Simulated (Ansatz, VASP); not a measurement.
# Two plane-wave programs on Li

```
CELL_PARAMETERS angstrom
0.00000 2.21072 2.21072
2.21072 0.00000 2.21072
2.21072 2.21072 0.00000
ATOMIC_POSITIONS crystal
Li 0.00000 0.00000 0.00000
```

Alike in both runs: task relaxation of cell and atoms; functional PBE; k mesh 12 × 12 × 12; occupations fermi-dirac, width 0.1 eV; no spin polarisation.

|  | VASP | Ansatz |
| --- | --- | --- |
| version | VASP 6.6.1 | Ansatz 0.2.0 |
| potentials or method | VASP PAW PBE potentials, release 64 (Li_sv), cutoff 600 eV | plane waves (420 eV) with PAW, scalar-relativistic |
| valence electrons in the cell | 3 | 3 |

```tsv
	VASP	Ansatz	Ansatz less VASP
relaxed volume (Å³/atom)	19.98	20.17	+0.183
relaxed length of the cell vector where the two differ most in proportion (Å)	3.046	3.055	+0.0093
```

Noted on VASP's run: the cutoff is under 1.25 times that of the potentials, so the pressure is a little rough.
